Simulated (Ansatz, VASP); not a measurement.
## KCl: VASP beside Ansatz

```
CELL_PARAMETERS angstrom
0.00000 -3.12070 -2.97497
-3.12070 0.00000 -2.97497
3.12070 3.12070 -5.94993
ATOMIC_POSITIONS crystal
K 0.50000 0.50000 0.50000
K 0.00000 0.00000 0.00000
Cl 0.79398 0.76981 0.75000
Cl 0.20602 0.23019 0.25000
```

Change from the starting cell: mode 7 frozen in at -0.250 Å, normal strain along z -0.0467.

Alike in both runs: task single point; functional PBEsol; k mesh 6 × 6 × 6; occupations gaussian, width 0.05 eV; no spin polarisation.

|  | VASP | Ansatz |
| --- | --- | --- |
| version | VASP 6.6.1 | Ansatz 0.2.0 |
| potentials or method | VASP PAW PBE potentials, release 64 (K_sv, Cl), cutoff 520 eV | scalar-relativistic, plane waves, PAW |
| valence electrons in the cell | 32 | 32 |

```csv
,VASP,Ansatz,Ansatz less VASP
gap on the k mesh at the Fermi level (eV),5.14,5.15,+0.006
least direct gap on the mesh (eV),5.14,5.15,+0.006
pressure (GPa),1.9,1.8,-0.08
"traceless stress, the component that is largest in VASP (GPa)",2.60,2.55,-0.055
rms of the force components (eV/Å),0.265,0.260,-0.0054
```

VASP's potentials were made for PBE, not for PBEsol. Atom by atom the forces differ by 0.005 eV/Å (rms over components).
